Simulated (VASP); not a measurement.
# K (P4/mmm) in VASP: notebook

Runs on K. Level: PBEsol. Tasks: single point.

Program: VASP 6.6.1. These are calculated values, not measurements. Logs are shortened: lines on timing, memory, paths and dates and some standing lists are left out, and cuts for length are marked.

## (1) The cell of the first run

Symmetry: P4/mmm, No. 123, tetragonal system. Conventional cell: a = 6.232 Å, b = 6.232 Å, c = 11.356 Å, α = 90.00°, β = 90.00°, γ = 90.00°. Within 5.7 Å of K (site symmetry 2mm) lie 7 K at 4.36 to 4.68 Å.

## (2) Single point, PBEsol

Contents of INCAR:

```
SYSTEM = K
  PREC = Accurate
  ENCUT = 520
  EDIFF = 1E-6
  ISMEAR = -1
  SIGMA = 0.2
  LREAL = .FALSE.
  LASPH = .TRUE.
  NELM = 60
  ALGO = Normal
  ISIF = 2
  LWAVE = .FALSE.
  LCHARG = .FALSE.
  GGA = PS
  NBANDS = 30
```

Contents of KPOINTS:

```
regular mesh
0
G
  4 4 2
  0 0 0
```

Contents of POSCAR:

```
K
1.0
    6.2322468840      0.0000000000      0.0000000000
    0.0000000000      6.2322468840      0.0000000000
    0.0000000000      0.0000000000     11.3556248285
K
5
Direct
    0.0000000000      0.0000000000      0.0000000000
    0.5000000000      0.0000000000      0.3079720000
    0.0000000000      0.5000000000      0.3079720000
    0.0000000000      0.5000000000      0.6920280000
    0.5000000000      0.0000000000      0.6920280000
```

Potentials or basis: VASP PAW PBE potentials, release 64 (K_sv).

Started as:

```sh
> cat potpaw_PBE.64/K_sv/POTCAR > POTCAR
> mpirun -np 1 vasp_std > vasp.out
```

OUTCAR:

```text
SYSTEM = K
   PREC = Accurate
   ENCUT = 520
   EDIFF = 1E-6
   ISMEAR = -1
   LREAL = .FALSE.
   LASPH = .TRUE.
   NELM = 60
   ISIF = 2
   GGA = PS

 ion  position               nearest neighbor table
   1  0.000  0.000  0.000-
   2  0.500  0.000  0.308-
   3  0.000  0.500  0.308-
   4  0.000  0.500  0.692-
   5  0.500  0.000  0.692-

  LATTYP: Found a simple tetragonal cell.
 ALAT       =     6.2322468840
 C/A-ratio  =     1.8220755756

  Lattice vectors:

 A1 = (   6.2322468840,   0.0000000000,   0.0000000000)
 A2 = (   0.0000000000,   6.2322468840,   0.0000000000)
 A3 = (   0.0000000000,   0.0000000000,  11.3556248285)

Analysis of symmetry for initial positions (statically):
=====================================================================
 Subroutine PRICEL returns:
 Original cell was already a primitive cell.

 Routine SETGRP: Setting up the symmetry group for a
 simple tetragonal supercell.

 Subroutine GETGRP returns: Found 16 space group operations
 (whereof 16 operations were pure point group operations)
 out of a pool of 16 trial point group operations.

The static configuration has the point symmetry D_4h.

Analysis of symmetry for dynamics (positions and initial velocities):
=====================================================================
 Subroutine PRICEL returns:
 Original cell was already a primitive cell.

 Routine SETGRP: Setting up the symmetry group for a
 simple tetragonal supercell.

 Subroutine GETGRP returns: Found 16 space group operations
 (whereof 16 operations were pure point group operations)
 out of a pool of 16 trial point group operations.

The dynamic configuration has the point symmetry D_4h.

 Subroutine INISYM returns: Found 16 space group operations
 (whereof 16 operations are pure point group operations),
 and found     1 'primitive' translations

----------------------------------------------------------------------------------------

                                     Primitive cell

  volume of cell :     441.0627

  direct lattice vectors                    reciprocal lattice vectors
     6.232246884  0.000000000  0.000000000     0.160455774  0.000000000  0.000000000
     0.000000000  6.232246884  0.000000000     0.000000000  0.160455774  0.000000000
     0.000000000  0.000000000 11.355624828     0.000000000  0.000000000  0.088062085

  length of vectors
     6.232246884  6.232246884 11.355624828     0.160455774  0.160455774  0.088062085

  position of ions in fractional coordinates (direct lattice)
     0.000000000  0.000000000  0.000000000
     0.500000000  0.000000000  0.307972000
     0.000000000  0.500000000  0.307972000
     0.000000000  0.500000000  0.692028000
     0.500000000  0.000000000  0.692028000

  ion indices of the primitive-cell ions
   primitive index   ion index
                 1           1
                 2           2
                 3           3
                 4           4
                 5           5

----------------------------------------------------------------------------------------

 KPOINTS: regular mesh

Automatic generation of k-mesh.
 Grid dimensions read from file:
 generate k-points for:    4    4    2

 Generating k-lattice:

  Cartesian coordinates                     Fractional coordinates (reciprocal lattice)
     0.040113944  0.000000000  0.000000000     0.250000000  0.000000000  0.000000000
     0.000000000  0.040113944  0.000000000     0.000000000  0.250000000  0.000000000
     0.000000000  0.000000000  0.044031043     0.000000000  0.000000000  0.500000000

  Length of vectors
     0.040113944  0.040113944  0.044031043

  Shift w.r.t. Gamma in fractional coordinates (k-lattice)
     0.000000000  0.000000000  0.000000000

 Subroutine IBZKPT returns following result:
 ===========================================

 Found     12 irreducible k-points:

 Following reciprocal coordinates:
            Coordinates               Weight
  0.000000  0.000000  0.000000      1.000000
  0.250000  0.000000  0.000000      4.000000
  0.500000  0.000000  0.000000      2.000000
  0.250000  0.250000  0.000000      4.000000
  0.500000  0.250000  0.000000      4.000000
  0.500000  0.500000  0.000000      1.000000
  0.000000  0.000000  0.500000      1.000000
  0.250000  0.000000  0.500000      4.000000
  0.500000  0.000000  0.500000      2.000000
  0.250000  0.250000  0.500000      4.000000
  0.500000  0.250000  0.500000      4.000000
  0.500000  0.500000  0.500000      1.000000
   k-points           NKPTS =     12   k-points in BZ     NKDIM =     12   number of bands    NBANDS=     30
   number of dos      NEDOS =    301   number of ions     NIONS =      5
   total plane-waves  NPLWV = 193536
   dimension x,y,z NGX =    48 NGY =   48 NGZ =   84
   dimension x,y,z NGXF=    96 NGYF=   96 NGZF=  168
   ions per type =               5
   NGX,Y,Z   is equivalent  to a cutoff of  12.80, 12.80, 12.30 a.u.
   NGXF,Y,Z  is equivalent  to a cutoff of  25.61, 25.61, 24.60 a.u.
 SYSTEM =  K
   PREC   = accura    normal or accurate (medium, high low for compatibility)
   ISTART =      0    job   : 0-new  1-cont  2-samecut
   ICHARG =      2    charge: 1-file 2-atom 10-const
   ISPIN  =      1    spin polarized calculation?
   LNONCOLLINEAR =      F non collinear calculations
   LSORBIT =      F    spin-orbit coupling
   LASPH  =      T    aspherical Exc in radial PAW
   ENCUT  =  520.0 eV  38.22 Ry    6.18 a.u.  11.59 11.59 21.11*2*pi/ulx,y,z
   NELM   =     60;   NELMIN=  2; NELMDL= -5     # of ELM steps
   EDIFF  = 0.1E-05   stopping-criterion for ELM
   LREAL  =      F    real-space projection
   EDIFFG = 0.1E-04   stopping-criterion for IOM
   NSW    =      0    number of steps for IOM
   IBRION =     -1    ionic relax: 0-MD 1-quasi-New 2-CG
   NFREE  =      0    steps in history (QN), initial steepest desc. (CG)
   ISIF   =      2    stress and relaxation
   ISYM   =      2    0-nonsym 1-usesym 2-fastsym
   POTIM  = 0.5000    time-step for ionic-motion
   TEBEG  =    0.0;   TEEND  =   0.0 temperature during run
   PSTRESS=    0.0 pullay stress
   NELECT =      45.0000    total number of electrons
   NUPDOWN=      -1.0000    fix difference up-down
   EMIN   =  10.00;   EMAX   =-10.00  energy-range for DOS
   EFERMI =   0.00;   METHOD = LEGACY
   ISMEAR =    -1;   SIGMA  =   0.20  broadening in eV -4-tet -1-fermi 0-gaus
   EFERMI_NEDOS =   21; number of points for ismear=-14 and -15
   IALGO  =     38    algorithm
   IMIX   =      4    mixing-type and parameters
     AMIX     =   0.40;   BMIX     =  1.00
     AMIX_MAG =   1.60;   BMIX_MAG =  1.00
  volume/ion in A,a.u.               =      88.21       595.29
  Fermi-wavevector in a.u.,A,eV,Ry     =   0.764972  1.445588  7.961887  0.585182
  Thomas-Fermi vector in A             =   1.864991
   LORBIT       =      0    0 simple, 1 ext, 2 COOP (PROOUT), +10 PAW based schemes
   GGA     = PS    functional components
   LHFCALC =     F    Hartree Fock is set to
   AEXX    =    0.0000 exact exchange contribution
   IVDW    =     0    specifies the selected vdW correction
   LEPSILON=     F    determine dielectric tensor
   LRPA    =     F    only Hartree local field effects (RPA)
 non-spin polarized calculation
  energy-cutoff  :      520.00
  volume of cell :      441.06
 maximum number of plane-waves:     11930
 NGX is ok and might be reduce to    48
   NGX = 23   NGY = 23   NGZ = 43

 number of electron      45.0000002 magnetization

 Free energy of the ion-electron system (eV)
  ---------------------------------------------------
  ext. energy  EPLUGINS =         0.00000000
  ---------------------------------------------------
  free energy    TOTEN  =        -5.35497271 eV

  energy without entropy =       -4.84611607  energy(sigma->0) =       -5.10054439

 E-fermi :  -0.5283     XC(G=0):  -5.2313

 val. band max:       -0.5480664533   @ k =   0.2500   0.2500   0.0000
 cond. band min:      -0.5161390283   @ k =   0.5000   0.5000   0.0000
 fundamental gap:      0.0319274250
 Fermi energy:        -0.5282870808

 k-point     1 :       0.0000    0.0000    0.0000
  band No.  band energies     occupation
      1     -32.7133      2.00000
      2     -32.7114      2.00000
      3     -32.7070      2.00000
      4     -32.7053      2.00000
      5     -32.6979      2.00000
      6     -16.2810      2.00000
[... 22 lines left out ...]
     29       1.5874      0.00005
     30       1.8153      0.00002

 k-point     2 :       0.2500    0.0000    0.0000
  band No.  band energies     occupation
      1     -32.7123      2.00000
      2     -32.7105      2.00000
      3     -32.7079      2.00000
      4     -32.7061      2.00000
      5     -32.6979      2.00000
      6     -16.2776      2.00000
[... 22 lines left out ...]
     29       1.7544      0.00002
     30       1.9988      0.00001

 k-point     3 :       0.5000    0.0000    0.0000
  band No.  band energies     occupation
      1     -32.7101      2.00000
      2     -32.7101      2.00000
      3     -32.7083      2.00000
      4     -32.7083      2.00000
      5     -32.6979      2.00000
      6     -16.2759      2.00000
[... 22 lines left out ...]
     29       1.8945      0.00001
     30       1.9631      0.00001

 k-point     4 :       0.2500    0.2500    0.0000
  band No.  band energies     occupation
      1     -32.7117      2.00000
      2     -32.7098      2.00000
      3     -32.7085      2.00000
      4     -32.7068      2.00000
      5     -32.6979      2.00000
      6     -16.2847      2.00000
[... 220 lines left out ...]
     29       1.4938      0.00008
     30       1.7524      0.00002

 k-point    11 :       0.5000    0.2500    0.5000
  band No.  band energies     occupation
      1     -32.7100      2.00000
      2     -32.7100      2.00000
      3     -32.7083      2.00000
      4     -32.7083      2.00000
      5     -32.6979      2.00000
      6     -16.2811      2.00000
[... 22 lines left out ...]
     29       1.0805      0.00064
     30       1.1646      0.00042

 k-point    12 :       0.5000    0.5000    0.5000
  band No.  band energies     occupation
      1     -32.7100      2.00000
      2     -32.7100      2.00000
      3     -32.7083      2.00000
      4     -32.7083      2.00000
      5     -32.6979      2.00000
      6     -16.2920      2.00000
[... 22 lines left out ...]
     29       1.1036      0.00057
     30       1.4571      0.00010

------------------------ aborting loop because EDIFF is reached ----------------------------------------

  FORCE on cell =-STRESS in cart. coord.  units (eV):
  Direction    XX          YY          ZZ          XY          YZ          ZX
  --------------------------------------------------------------------------------------
  -------------------------------------------------------------------------------------
  Total       -0.6077379     -0.6077379     -0.2603723      0.0000000      0.0000000     -0.0000000
  in kB       -2.2076314     -2.2076314     -0.9458124      0.0000000      0.0000000     -0.0000000
  external PRESSURE =      -1.7870251 kB  Pullay stress =       0.0000000 kB

 VOLUME and BASIS-vectors are now :
 -----------------------------------------------------------------------------
  energy-cutoff  :      520.00
  volume of cell :      441.06
      direct lattice vectors                 reciprocal lattice vectors
     6.232246884  0.000000000  0.000000000     0.160455774  0.000000000  0.000000000
     0.000000000  6.232246884  0.000000000     0.000000000  0.160455774  0.000000000
     0.000000000  0.000000000 11.355624828     0.000000000  0.000000000  0.088062085

 POSITION                                       TOTAL-FORCE (eV/Angst)
 -----------------------------------------------------------------------------------
      0.00000      0.00000      0.00000         0.000000      0.000000      0.000000
      3.11612      0.00000      3.49721         0.000000      0.000000     -0.001793
      0.00000      3.11612      3.49721         0.000000     -0.000000     -0.001793
      0.00000      3.11612      7.85841         0.000000      0.000000      0.001793
      3.11612      0.00000      7.85841         0.000000      0.000000      0.001793
 -----------------------------------------------------------------------------------
    total drift:                                0.000000      0.000000     -0.000000

  FREE ENERGIE OF THE ION-ELECTRON SYSTEM (eV)
  ---------------------------------------------------
  free  energy   TOTEN  =        -5.3549727064 eV

  energy  without entropy=       -4.8461160668  energy(sigma->0) =       -5.10054439
```

It took 3.6 min on 1 thread of AMD EPYC 7R43 (Zen 3), shared host; peak memory 0.42 GiB.

Results:

```
Free energy            : -5.3550 eV
Pressure               : -0.2 GPa
Band gap on the k mesh : zero (an odd number of electrons rules out a gap without spin polarisation)
```

Caveat: the PAW data sets were made with another functional, which shifts forces and pressure a little.

## (3) Single point, PBEsol

This run uses another cell than the first one, of 90.50 Å³/atom.

Contents of INCAR:

```
ALGO     = Normal         # electronic algorithm
EDIFF    = 1E-7           # SCF threshold, eV
ENCUT    = 520            # plane-wave cutoff, eV
GGA      = PS             # functional
ISIF     = 2              # what is computed and relaxed
ISMEAR   = -1             # smearing method
LASPH    = True           # aspherical terms in the spheres
LCHARG   = False          # write CHGCAR
LREAL    = False          # projectors in reciprocal space
LWAVE    = False          # write WAVECAR
NBANDS   = 30             # bands
NELM     = 100            # most SCF steps
PREC     = Accurate       # precision mode
SIGMA    = 0.2            # smearing width, eV
```

Contents of KPOINTS:

```
k-points
0
Gamma
  4 4 2
```

Changes to POSCAR since step 2:

```diff
@@ -2,5 +2,5 @@
 1.0
-    6.2322468840      0.0000000000      0.0000000000
-    0.0000000000      6.2322468840      0.0000000000
-    0.0000000000      0.0000000000     11.3556248285
+    6.2857451821      0.0000000000      0.0000000000
+    0.0000000000      6.2857451821      0.0000000000
+    0.0000000000      0.0000000000     11.4531027708
 K
```

Potentials or basis: VASP PAW PBE potentials, release 64 (K_sv).

Started as:

```sh
> cat potpaw_PBE.64/K_sv/POTCAR > POTCAR
> mpirun -np 1 vasp_std > vasp.out
```

Run time: 3.3 min. Hardware: 1 thread of AMD EPYC 7R43 (Zen 3), shared host; peak memory 0.48 GiB.

The run converged. Its results:

```
Free energy            : -5.3412 eV
Pressure               : -0.2 GPa
Band gap on the k mesh : zero (an odd number of electrons rules out a gap without spin polarisation)
```

Forces in eV/Å, atoms in the order of the input:
```
K    0.000  0.000  0.000
K    0.000  0.000 -0.002
K    0.000  0.000 -0.002
K    0.000  0.000  0.002
K    0.000  0.000  0.002
```

Stress tensor (GPa, compression positive):
```
-0.27  0.00  0.00
 0.00 -0.27  0.00
 0.00  0.00 -0.14
```

Levels at points of the mesh, in eV from the Fermi level:
| k point | band 19 | band 20 | band 21 | band 22 | band 23 | band 24 | band 25 | band 26 |
| --- | --- | --- | --- | --- | --- | --- | --- | --- |
| (0.00, 0.00, 0.00) | -15.70 | -15.70 | -1.88 | -0.82 | -0.43 | 1.23 | 1.81 | 1.87 |
| (0.50, 0.00, 0.00) | -15.72 | -15.70 | -0.95 | -0.74 | 0.12 | 0.28 | 0.34 | 0.54 |
| (0.50, 0.50, 0.00) | -15.69 | -15.69 | 0.01 | 0.05 | 0.05 | 0.32 | 0.91 | 0.96 |
| (0.00, 0.00, 0.50) | -15.70 | -15.70 | -1.64 | -1.48 | 0.72 | 0.78 | 1.40 | 1.64 |
| (0.50, 0.00, 0.50) | -15.71 | -15.70 | -0.64 | -0.64 | -0.59 | -0.27 | 1.35 | 1.45 |
| (0.50, 0.50, 0.50) | -15.69 | -15.69 | 0.18 | 0.23 | 0.23 | 0.34 | 0.43 | 0.50 |

Caveat: the PAW data sets were made with another functional, which shifts forces and pressure a little.
